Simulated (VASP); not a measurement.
Set up this calculation in VASP 6.6.1, as the native input.

```
Task                   : single point
Functional             : r2SCAN
Potentials or basis    : VASP PAW PBE potentials, release 64 (Fe)
Cutoff                 : 520 eV
k mesh                 : 14 × 14 × 14
Occupations            : fermi-dirac, width 0.1 eV
Spin                   : collinear spin, ferromagnetic start
Starting moments       : [3.0] μB
Dipole correction      : no
Further INCAR settings : ALGO = Normal; EDIFF = 1e-06; NBANDS = 14
```

The system is Fe.

```
CELL_PARAMETERS angstrom
0.00000 1.80255 1.82424
1.39103 0.00000 1.82424
1.39103 1.80255 0.00000
ATOMIC_POSITIONS crystal
Fe 0.00000 0.00000 0.00000
```

This cell differs from its parent crystal: volume scaled by 0.8.

One way to write it, as run:

POSCAR

```
Fe
1.0
    0.0000000000      1.8025514531      1.8242420356
    1.3910282051      0.0000000000      1.8242420356
    1.3910282051      1.8025514531      0.0000000000
Fe
1
Direct
    0.0000000000      0.0000000000      0.0000000000
```

INCAR.step1

```
SYSTEM = Fe
PREC = Accurate
ENCUT = 520
ISMEAR = -1
SIGMA = 0.1
LREAL = .False.
LASPH = .True.
NELM = 150
ISPIN = 2
MAGMOM = 3
LMAXMIX = 4
NBANDS = 14
GGA = PE
ALGO = Normal
EDIFF = 1E-4
LWAVE = .True.
LCHARG = .False.
```

INCAR.step2

```
SYSTEM = Fe
PREC = Accurate
ENCUT = 520
EDIFF = 1E-6
ISMEAR = -1
SIGMA = 0.1
LREAL = .False.
LASPH = .True.
NELM = 150
ALGO = Normal
ISIF = 2
LWAVE = .False.
LCHARG = .False.
ISPIN = 2
MAGMOM = 3
LORBIT = 11
LMAXMIX = 4
METAGGA = R2SCAN
LMIXTAU = .True.
NBANDS = 14
ISTART = 1
```

KPOINTS

```
regular mesh
0
Gamma
  14 14 14
  0 0 0
```

Potentials or basis: VASP PAW PBE potentials, release 64 (Fe).

Run with:

```console
$ cat potpaw_PBE.64/Fe/POTCAR > POTCAR
$ cp INCAR.step1 INCAR
$ mpirun -np 1 vasp_std > vasp.out
$ cp INCAR.step2 INCAR
$ mpirun -np 1 vasp_std > vasp.out
```

Results of the run:

```
Pressure                                              : 72.7 GPa
Net moment                                            : 2.14 μB per cell
Site moments                                          : Fe +2.12 μB
Valence electrons inside the program's atomic spheres : Fe 7.84
```

Caveat: the PAW data sets were made with another functional, which shifts forces and pressure a little.

It took 11 min on 1 thread of Intel Xeon 8259CL (shared host), peak memory 0.2 GiB.
